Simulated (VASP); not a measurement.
A run of VASP 6.6.1 is set up as follows.

INCAR

```
SYSTEM = Ru
PREC = Accurate ; ENCUT = 520
EDIFF = 1E-7 ; ISMEAR = -1
SIGMA = 0.05 ; LREAL = .FALSE.
LASPH = .TRUE. ; NELM = 80
ALGO = Normal ; ISIF = 2
LWAVE = .FALSE. ; LCHARG = .TRUE.
GGA = PE ; LELF = .TRUE.
LVHAR = .TRUE. ; NBANDS = 21
```

KPOINTS

```
regular mesh
0
G
  12 12 7
  0 0 0
```

The input POSCAR:

```
Ru
1.0
    2.5929247698      0.0000000000      0.0000000000
   -1.2964623849      2.2455391639      0.0000000000
    0.0000000000      0.0000000000      4.1032761372
Ru
2
Direct
    0.3333333333      0.6666666667      0.2500000000
    0.6666666667      0.3333333333      0.7500000000
```

Potentials or basis: VASP PAW PBE potentials, release 64 (Ru_pv).

The run is started by

```sh
$ cat potpaw_PBE.64/Ru_pv/POTCAR > POTCAR
$ mpirun -np 1 vasp_std > vasp.out
```

(1) Estimate the pressure.

(2) What does it give for the band gap on the k mesh?

Answers

(1) 62.4 GPa.

(2) zero (band 14 reaches 17.09 eV, above the bottom of band 15 at 13.45 eV).
